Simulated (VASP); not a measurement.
# Fe (Pm-3m) in VASP: notebook

The runs below take Fe through single point, relaxation of cell and atoms, with RPBE.

Everything below comes from runs of VASP 6.6.1. Logs are shortened: lines on timing, memory, paths and dates and some standing lists are left out, and cuts for length are marked.

## (1) The cell of the first run

The structure is cubic, space group Pm-3m (No. 221). Conventional cell: a = 2.376 Å, b = 2.376 Å, c = 2.376 Å, α = 90.00°, β = 90.00°, γ = 90.00°. Within 3.1 Å of Fe (site symmetry m-3m) lie 6 Fe at 2.38 Å.

## (2) Single point, RPBE (volume scaled by 1.12)

INCAR reads:

```
SYSTEM = Fe
PREC = Accurate ; ENCUT = 520
EDIFF = 1E-7 ; ISMEAR = -1
SIGMA = 0.1 ; LREAL = .FALSE.
LASPH = .TRUE. ; NELM = 60
ALGO = Normal ; ISIF = 2
LWAVE = .FALSE. ; LCHARG = .TRUE.
GGA = RP ; LELF = .TRUE.
LVHAR = .TRUE. ; NBANDS = 10
```

KPOINTS reads:

```
regular mesh
0
G
  15 15 15
  0 0 0
```

POSCAR reads:

```
Fe
1.0
    2.3760799586      0.0000000000      0.0000000000
    0.0000000000      2.3760799586      0.0000000000
    0.0000000000      0.0000000000      2.3760799586
Fe
1
Direct
    0.0000000000      0.0000000000      0.0000000000
```

Potentials or basis: VASP PAW PBE potentials, release 64 (Fe).

Launch:

```sh
$ cat potpaw_PBE.64/Fe/POTCAR > POTCAR
$ mpirun -np 1 vasp_std > vasp.out
```

OUTCAR:

```text
SYSTEM = Fe
   PREC = Accurate
   ENCUT = 520
   EDIFF = 1E-7
   ISMEAR = -1
   LREAL = .FALSE.
   LASPH = .TRUE.
   NELM = 60
   ISIF = 2
   GGA = RP

 ion  position               nearest neighbor table
   1  0.000  0.000  0.000-

  LATTYP: Found a simple cubic cell.
 ALAT       =     2.3760799586

  Lattice vectors:

 A1 = (   2.3760799586,   0.0000000000,   0.0000000000)
 A2 = (   0.0000000000,   2.3760799586,   0.0000000000)
 A3 = (   0.0000000000,   0.0000000000,   2.3760799586)

Analysis of symmetry for initial positions (statically):
=====================================================================
 Subroutine PRICEL returns:
 Original cell was already a primitive cell.

 Routine SETGRP: Setting up the symmetry group for a
 simple cubic supercell.

 Subroutine GETGRP returns: Found 48 space group operations
 (whereof 48 operations were pure point group operations)
 out of a pool of 48 trial point group operations.

The static configuration has the point symmetry O_h .

Analysis of symmetry for dynamics (positions and initial velocities):
=====================================================================
 Subroutine PRICEL returns:
 Original cell was already a primitive cell.

 Routine SETGRP: Setting up the symmetry group for a
 simple cubic supercell.

 Subroutine GETGRP returns: Found 48 space group operations
 (whereof 48 operations were pure point group operations)
 out of a pool of 48 trial point group operations.

The dynamic configuration has the point symmetry O_h .

 Subroutine INISYM returns: Found 48 space group operations
 (whereof 48 operations are pure point group operations),
 and found     1 'primitive' translations

----------------------------------------------------------------------------------------

                                     Primitive cell

  volume of cell :      13.4148

  direct lattice vectors                    reciprocal lattice vectors
     2.376079959  0.000000000  0.000000000     0.420861258  0.000000000  0.000000000
     0.000000000  2.376079959  0.000000000     0.000000000  0.420861258  0.000000000
     0.000000000  0.000000000  2.376079959     0.000000000  0.000000000  0.420861258

  length of vectors
     2.376079959  2.376079959  2.376079959     0.420861258  0.420861258  0.420861258

  position of ions in fractional coordinates (direct lattice)
     0.000000000  0.000000000  0.000000000

  ion indices of the primitive-cell ions
   primitive index   ion index
                 1           1

----------------------------------------------------------------------------------------

 KPOINTS: regular mesh

Automatic generation of k-mesh.
 Grid dimensions read from file:
 generate k-points for:   15   15   15

 Generating k-lattice:

  Cartesian coordinates                     Fractional coordinates (reciprocal lattice)
     0.028057417  0.000000000  0.000000000     0.066666667  0.000000000  0.000000000
     0.000000000  0.028057417  0.000000000     0.000000000  0.066666667  0.000000000
     0.000000000  0.000000000  0.028057417     0.000000000  0.000000000  0.066666667

  Length of vectors
     0.028057417  0.028057417  0.028057417

  Shift w.r.t. Gamma in fractional coordinates (k-lattice)
     0.000000000  0.000000000  0.000000000

 Subroutine IBZKPT returns following result:
 ===========================================

 Found    120 irreducible k-points:

 Following reciprocal coordinates:
            Coordinates               Weight
  0.000000  0.000000  0.000000      1.000000
  0.066667  0.000000  0.000000      6.000000
  0.133333  0.000000  0.000000      6.000000
  0.200000  0.000000  0.000000      6.000000
  0.266667  0.000000  0.000000      6.000000
  0.333333  0.000000  0.000000      6.000000
[... 16 lines left out ...]
  0.266667  0.200000  0.000000     24.000000
  0.333333  0.200000  0.000000     24.000000
 [... further k-points ...]
   k-points           NKPTS =    120   k-points in BZ     NKDIM =    120   number of bands    NBANDS=     10
   number of dos      NEDOS =    301   number of ions     NIONS =      1
   total plane-waves  NPLWV =   5832
   dimension x,y,z NGX =    18 NGY =   18 NGZ =   18
   dimension x,y,z NGXF=    36 NGYF=   36 NGZF=   36
   ions per type =               1
   NGX,Y,Z   is equivalent  to a cutoff of  12.59, 12.59, 12.59 a.u.
   NGXF,Y,Z  is equivalent  to a cutoff of  25.19, 25.19, 25.19 a.u.
 SYSTEM =  Fe
   PREC   = accura    normal or accurate (medium, high low for compatibility)
   ISTART =      0    job   : 0-new  1-cont  2-samecut
   ICHARG =      2    charge: 1-file 2-atom 10-const
   ISPIN  =      1    spin polarized calculation?
   LNONCOLLINEAR =      F non collinear calculations
   LSORBIT =      F    spin-orbit coupling
   LASPH  =      T    aspherical Exc in radial PAW
   ENCUT  =  520.0 eV  38.22 Ry    6.18 a.u.   4.42  4.42  4.42*2*pi/ulx,y,z
   NELM   =     60;   NELMIN=  2; NELMDL= -5     # of ELM steps
   EDIFF  = 0.1E-06   stopping-criterion for ELM
   LREAL  =      F    real-space projection
   EDIFFG = 0.1E-05   stopping-criterion for IOM
   NSW    =      0    number of steps for IOM
   IBRION =     -1    ionic relax: 0-MD 1-quasi-New 2-CG
   NFREE  =      0    steps in history (QN), initial steepest desc. (CG)
   ISIF   =      2    stress and relaxation
   ISYM   =      2    0-nonsym 1-usesym 2-fastsym
   POTIM  = 0.5000    time-step for ionic-motion
   TEBEG  =    0.0;   TEEND  =   0.0 temperature during run
   PSTRESS=    0.0 pullay stress
   NELECT =       8.0000    total number of electrons
   NUPDOWN=      -1.0000    fix difference up-down
   EMIN   =  10.00;   EMAX   =-10.00  energy-range for DOS
   EFERMI =   0.00;   METHOD = LEGACY
   ISMEAR =    -1;   SIGMA  =   0.10  broadening in eV -4-tet -1-fermi 0-gaus
   EFERMI_NEDOS =   21; number of points for ismear=-14 and -15
   IALGO  =     38    algorithm
   IMIX   =      4    mixing-type and parameters
     AMIX     =   0.40;   BMIX     =  1.00
     AMIX_MAG =   1.60;   BMIX_MAG =  1.00
  volume/ion in A,a.u.               =      13.41        90.53
  Fermi-wavevector in a.u.,A,eV,Ry     =   1.377983  2.604010 25.835238  1.898836
  Thomas-Fermi vector in A             =   2.503086
   LORBIT       =      0    0 simple, 1 ext, 2 COOP (PROOUT), +10 PAW based schemes
   GGA     = RP    functional components
   LHFCALC =     F    Hartree Fock is set to
   AEXX    =    0.0000 exact exchange contribution
   IVDW    =     0    specifies the selected vdW correction
   LEPSILON=     F    determine dielectric tensor
   LRPA    =     F    only Hartree local field effects (RPA)
 non-spin polarized calculation
  energy-cutoff  :      520.00
  volume of cell :       13.41
 maximum number of plane-waves:       371
 NGX is ok and might be reduce to    18
   NGX =  9   NGY =  9   NGZ =  9

 number of electron       8.0000010 magnetization

 Free energy of the ion-electron system (eV)
  ---------------------------------------------------
  ext. energy  EPLUGINS =         0.00000000
  ---------------------------------------------------
  free energy    TOTEN  =        -6.55670096 eV

  energy without entropy =       -6.46124319  energy(sigma->0) =       -6.50897208

 E-fermi :   4.5594     XC(G=0): -12.0491

 val. band max:        4.5482396658   @ k =   0.4000   0.2667   0.2000
 cond. band min:       4.5696018257   @ k =   0.2667   0.0667   0.0000
 fundamental gap:      0.0213621599
 Fermi energy:         4.5594101700

 k-point     1 :       0.0000    0.0000    0.0000
  band No.  band energies     occupation
      1      -2.9239      2.00000
      2       1.4462      2.00000
      3       1.4462      2.00000
      4       5.3512      0.00073
      5       5.3512      0.00073
      6       5.3512      0.00073
      7      23.5564      0.00000
      8      23.5564      0.00000
      9      23.5564      0.00000
     10      27.2283      0.00000

 k-point     2 :       0.0667    0.0000    0.0000
  band No.  band energies     occupation
      1      -2.7947      2.00000
      2       1.4678      2.00000
      3       1.5151      2.00000
      4       5.2902      0.00134
      5       5.2902      0.00134
      6       5.3560      0.00069
      7      21.9722      0.00000
      8      23.7373      0.00000
      9      23.7373      0.00000
     10      27.2301      0.00000

 k-point     3 :       0.1333    0.0000    0.0000
  band No.  band energies     occupation
      1      -2.4157      2.00000
      2       1.5292      2.00000
      3       1.7147      2.00000
      4       5.1211      0.00725
      5       5.1211      0.00725
      6       5.3696      0.00061
      7      19.3803      0.00000
      8      24.2671      0.00000
      9      24.2671      0.00000
     10      27.2353      0.00000

 k-point     4 :       0.2000    0.0000    0.0000
  band No.  band energies     occupation
      1      -1.8143      2.00000
      2       1.6209      2.00000
      3       2.0244      2.00000
      4       4.8806      0.07744
      5       4.8806      0.07744
      6       5.3898      0.00049
      7      16.7934      0.00000
      8      25.1115      0.00000
      9      25.1115      0.00000
     10      27.2435      0.00000
[... 222 lines left out ...]
 k-point    22 :       0.2000    0.2000    0.0000
  band No.  band energies     occupation
      1      -0.7962      2.00000
      2       1.9566      2.00000
      3       2.4681      2.00000
      4       4.4455      1.51498
      5       4.8863      0.07331
      6       4.9960      0.02509
      7      17.1148      0.00000
      8      18.7602      0.00000
      9      26.5984      0.00000
     10      28.6495      0.00000

 k-point    23 :       0.2667    0.2000    0.0000
  band No.  band energies     occupation
      1      -0.1274      2.00000
      2       2.0676      2.00000
      3       2.8139      2.00000
      4       4.3431      1.79370
      5       4.6768      0.47247
      6       4.9877      0.02722
      7      15.1794      0.00000
      8      19.0597      0.00000
      9      27.6671      0.00000
     10      28.8570      0.00000

 k-point    24 :       0.3333    0.2000    0.0000
  band No.  band energies     occupation
      1       0.5713      2.00000
      2       2.1387      2.00000
      3       2.9963      2.00000
      4       4.4491      1.50151
      5       4.6212      0.70068
      6       5.0160      0.02058
      7      13.0170      0.00000
      8      19.9776      0.00000
      9      28.0197      0.00000
     10      28.9575      0.00000

 [... further k-points ...]
[... 5 lines left out ...]
  --------------------------------------------------------------------------------------
  -------------------------------------------------------------------------------------
  Total       -1.4183427     -1.4183427     -1.4183427      0.0000000      0.0000000      0.0000000
  in kB     -169.3981221   -169.3981221   -169.3981221      0.0000000      0.0000000      0.0000000
  external PRESSURE =    -169.3981221 kB  Pullay stress =       0.0000000 kB

 VOLUME and BASIS-vectors are now :
 -----------------------------------------------------------------------------
  energy-cutoff  :      520.00
  volume of cell :       13.41
      direct lattice vectors                 reciprocal lattice vectors
     2.376079959  0.000000000  0.000000000     0.420861258  0.000000000  0.000000000
     0.000000000  2.376079959  0.000000000     0.000000000  0.420861258  0.000000000
     0.000000000  0.000000000  2.376079959     0.000000000  0.000000000  0.420861258

 POSITION                                       TOTAL-FORCE (eV/Angst)
 -----------------------------------------------------------------------------------
      0.00000      0.00000      0.00000         0.000000      0.000000      0.000000
 -----------------------------------------------------------------------------------
    total drift:                               -0.000000      0.000000      0.000000

  FREE ENERGIE OF THE ION-ELECTRON SYSTEM (eV)
  ---------------------------------------------------
  free  energy   TOTEN  =        -6.5567009565 eV

  energy  without entropy=       -6.4612431945  energy(sigma->0) =       -6.50897208
```

Wall time 7.9 s (1 thread of Intel Xeon Platinum 8488C (Sapphire Rapids), shared host); peak memory 0.12 GiB.

Results:

```
Free energy            : -6.5567 eV
Pressure               : -16.9 GPa
Band gap on the k mesh : zero (band 4 reaches 6.21 eV, above the bottom of band 5 at 4.02 eV)
```

Levels at points of the mesh, in eV from the Fermi level:
```csv
k point,band 1,band 2,band 3,band 4,band 5,band 6,band 7,band 8,band 9
"(0.00, 0.00, 0.00)",-7.48,-3.11,-3.11,0.79,0.79,0.79,19.00,19.00,19.00
```

Caveat: the cell differs from its parent crystal (volume scaled by 1.12); the PAW data sets were made with another functional, which shifts forces and pressure a little; the run has no spin polarisation, though such a crystal can be magnetic.

## (3) Relaxation of cell and atoms, RPBE

This run uses another cell than the first one, of 12.72 Å³/atom, 0.948 times its volume.

INCAR reads:

```
  ALGO = Normal
  EDIFF = 1E-6
  EDIFFG = -0.01
  ENCUT = 600
  GGA = RP
  IBRION = 2
  ISIF = 3
  ISMEAR = -1
  LASPH = True
  LCHARG = False
  LREAL = False
  LWAVE = False
  NELM = 60
  NSW = 80
  PREC = Accurate
  SIGMA = 0.1
```

KPOINTS reads:

```
k-points
0
Gamma
  13 13 13
```

POSCAR reads:

```
Fe
1.0
    2.3342634294      0.0000000000      0.0000000000
    0.0000000000      2.3342634294      0.0000000000
    0.0000000000      0.0000000000      2.3342634294
Fe
1
Direct
    0.0000000000      0.0000000000      0.0000000000
```

Potentials or basis: VASP PAW PBE potentials, release 64 (Fe).

Launch:

```sh
$ cat potpaw_PBE.64/Fe/POTCAR > POTCAR
$ mpirun -np 1 vasp_std > vasp.out
```

It took 12 s on 1 thread of Intel Xeon Platinum 8488C (Sapphire Rapids), shared host; peak memory 0.13 GiB.

The run converged. Its results:

- Free energy: -6.6428 eV
- Relaxed volume: 11.93 Å³/atom
- Relaxed cell: a = 2.285 Å, b = 2.285 Å, c = 2.285 Å, α = 90.00°, β = 90.00°, γ = 90.00°
- Space group after relaxing (to 0.05 Å): Pm-3m (No. 221)
- Energy gained by relaxing: 27.6 meV/atom
- Ionic steps: 3
- Pressure after relaxing: -0.1 GPa
- Band gap on the k mesh: zero (band 4 reaches 7.61 eV, above the bottom of band 5 at 5.12 eV)

Step by step:
| step | energy change (eV) | largest force (eV/Å) | pressure (GPa) | volume (Å³) |
| --- | --- | --- | --- | --- |
| 1 | 0.0000 | 0.0000 | -10.48 | 12.72 |
| 2 | -0.0023 | 0.0000 | 12.67 | 11.25 |
| 3 | -0.0276 | 0.0000 | -0.09 | 11.93 |

Final structure:
```cif
data_structure
_symmetry_space_group_name_H-M 'P 1'
_symmetry_Int_Tables_number 1
_cell_length_a 2.2851
_cell_length_b 2.2851
_cell_length_c 2.2851
_cell_angle_alpha 90.000
_cell_angle_beta 90.000
_cell_angle_gamma 90.000
_cell_volume 11.93
loop_
_atom_site_label
_atom_site_type_symbol
_atom_site_fract_x
_atom_site_fract_y
_atom_site_fract_z
_atom_site_occupancy
Fe1 Fe 0.00000 0.00000 0.00000 1
```

Levels at points of the mesh, in eV from the Fermi level:
| k point | band 1 | band 2 | band 3 | band 4 | band 5 | band 6 | band 7 | band 8 |
| --- | --- | --- | --- | --- | --- | --- | --- | --- |
| (0.00, 0.00, 0.00) | -8.15 | -3.67 | -3.67 | 0.94 | 0.94 | 0.94 | 20.44 | 20.44 |

Caveat: the PAW data sets were made with another functional, which shifts forces and pressure a little; the run has no spin polarisation, though such a crystal can be magnetic. Spin polarisation is off, so any magnetic state and its effect on volume and gap are missing.
